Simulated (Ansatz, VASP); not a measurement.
## Two plane-wave programs on CuI

Contents of POSCAR:

```
CuI
1.0
    4.4188624711      0.0000000000      0.0000000000
   -2.2094312356      3.8268471558      0.0000000000
    0.0000000000      0.0000000000      7.3256183027
Cu I
2 2
Direct
    0.3333333333      0.6666666667      0.2500000000
    0.6666666667      0.3333333333      0.7500000000
    0.6666666667      0.3333333333      0.2500000000
    0.3333333333      0.6666666667      0.7500000000
```

INCAR.step1

```
SYSTEM = CuI
PREC     = Accurate       ! precision mode
ENCUT    = 520            ! plane-wave cutoff, eV
ISMEAR   = 0              ! smearing method
SIGMA    = 0.01           ! smearing width, eV
LREAL    = .FALSE.        ! projectors in reciprocal space
LASPH    = .TRUE.         ! aspherical terms in the spheres
NELM     = 100            ! most SCF steps
NBANDS   = 26             ! bands
GGA      = PE             ! functional
ALGO     = Normal         ! electronic algorithm
EDIFF    = 1E-4           ! SCF threshold, eV
LWAVE    = .TRUE.         ! write WAVECAR
LCHARG   = .FALSE.        ! write CHGCAR
```

INCAR.step2

```
SYSTEM = CuI
PREC     = Accurate       ! precision mode
ENCUT    = 520            ! plane-wave cutoff, eV
EDIFF    = 1E-6           ! SCF threshold, eV
ISMEAR   = 0              ! smearing method
SIGMA    = 0.01           ! smearing width, eV
LREAL    = .FALSE.        ! projectors in reciprocal space
LASPH    = .TRUE.         ! aspherical terms in the spheres
NELM     = 100            ! most SCF steps
ALGO     = Normal         ! electronic algorithm
ISIF     = 2              ! what is computed and relaxed
LWAVE    = .FALSE.        ! write WAVECAR
LCHARG   = .FALSE.        ! write CHGCAR
METAGGA  = R2SCAN         ! meta-GGA
LMIXTAU  = .TRUE.       
NBANDS   = 26             ! bands
ISTART   = 1
```

KPOINTS

```
regular mesh
0
G
  6 6 4
  0 0 0
```

Input for Ansatz:

```yaml
crystal:
  lattice:
    - [4.4188624711, 0.0, 0.0]
    - [-2.2094312356, 3.8268471558, 0.0]
    - [0.0, 0.0, 7.3256183027]
  atoms:
    - { symbol: Cu, position: [0.3333333333, 0.6666666667, 0.25] }
    - { symbol: Cu, position: [0.6666666667, 0.3333333333, 0.75] }
    - { symbol: I, position: [0.6666666667, 0.3333333333, 0.25] }
    - { symbol: I, position: [0.3333333333, 0.6666666667, 0.75] }
kpoints:
  mp_grid: { grid: [6, 6, 4] }
hamiltonian:
  xc: r2scan
scf:
  occupations: { method: fixed }
  n_extra_bands: 5
output:
  forces: true
  stress: true
  eigenvalues: true
```

Alike in both runs: task single point; functional r2SCAN; k mesh 6 × 6 × 4; no spin polarisation.

```csv
,VASP,Ansatz
version,VASP 6.6.1,Ansatz 0.2.0
potentials or method,"VASP PAW PBE potentials, release 64 (Cu, I)","plane waves, PAW"
plane-wave cutoff (eV),520,500
occupations,"gaussian, width 0.01 eV",fixed
valence electrons in the cell,36,72
```

Ansatz gave:

| Property | Result |
| --- | --- |
| gap on the k mesh at the Fermi level (eV) | 1.58 |
| pressure (GPa) | -1.1 |
| traceless stress, the component that is largest in VASP (GPa) | 0.73 |

Task: What did VASP give for the same quantities?

Result: gap on the k mesh at the Fermi level (eV): 1.58; pressure (GPa): -1.1; traceless stress, the component that is largest in VASP (GPa): 0.75.

VASP's potentials were made for PBE, not for r2SCAN. VASP's potentials hold 36 valence electrons a cell and Ansatz's 72, so a difference there can come from the potentials and not from the codes.

Spin-orbit coupling is off throughout.
